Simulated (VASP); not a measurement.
The system is NaH.

```
CELL_PARAMETERS angstrom
-1.65122 1.65122 4.98463
1.65122 -1.65122 4.98463
1.65122 1.65122 -4.98463
ATOMIC_POSITIONS crystal
Na 0.88452 0.88452 0.00000
Na 0.11548 0.11548 0.00000
H 0.68815 0.68815 0.00000
H 0.31185 0.31185 0.00000
```

```yaml
Program: VASP 6.6.1
Task: relaxation of cell and atoms
Functional: PBEsol
Potentials_or_basis: VASP PAW PBE potentials, release 64 (Na_sv, H)
Cutoff: 1130 eV
k_mesh: 10 × 10 × 10
Occupations: fermi-dirac, width 0.03 eV
Spin: no spin polarisation
```

At the start: pressure 2.6 GPa; volume 13.59 Å³/atom.

How do energy, volume and symmetry change on relaxing?

Over 18 steps the energy falls by 350.4 meV/atom and the volume is 16.98 Å³/atom (+24.9 %); space group I4/mmm (No. 139, to 0.1 Å) before and after.

Step by step:
| step | energy change (eV) | largest force (eV/Å) | pressure (GPa) | volume (Å³) |
| --- | --- | --- | --- | --- |
| 1 | 0.0000 | 1.5203 | 2.57 | 54.36 |
| 2 | -0.5121 | 1.1622 | 1.40 | 56.04 |
| 3 | -1.2318 | 0.4855 | 0.83 | 59.99 |
| 4 | -0.8459 | 0.8025 | 1.04 | 66.63 |
| 5 | -1.3766 | 0.0380 | 1.38 | 62.17 |
| 6 | -1.3776 | 0.0348 | 1.35 | 62.02 |
| 7 | -1.3776 | 0.0565 | 1.33 | 61.88 |
| 8 | -1.3924 | 0.0662 | 0.47 | 63.98 |
| 9 | -1.3948 | 0.0731 | -0.06 | 65.46 |
| 10 | -1.3948 | 0.0725 | -0.02 | 65.32 |
| 11 | -1.3959 | 0.0559 | 0.00 | 65.43 |
| 12 | -1.3979 | 0.0378 | 0.07 | 65.76 |
| 13 | -1.3961 | 0.0968 | 0.21 | 66.42 |
| 14 | -1.3982 | 0.0455 | 0.10 | 65.94 |
| 15 | -1.3995 | 0.0384 | 0.06 | 66.42 |
| 16 | -1.4015 | 0.0167 | -0.05 | 67.85 |
| 17 | -1.4016 | 0.0114 | -0.07 | 68.22 |
| 18 | -1.4017 | 0.0036 | 0.04 | 67.91 |

Final structure:
```
CELL_PARAMETERS angstrom
-1.63077 1.63077 6.38410
1.63077 -1.63077 6.38410
1.63077 1.63077 -6.38410
ATOMIC_POSITIONS crystal
Na 0.84398 0.84398 0.00000
Na 0.15602 0.15602 0.00000
H 0.65540 0.65540 0.00000
H 0.34460 0.34460 0.00000
```

Caveat: the volume moved by over 15 % at a fixed basis, so the end points are rough; the PAW data sets were made with another functional, which shifts forces and pressure a little.
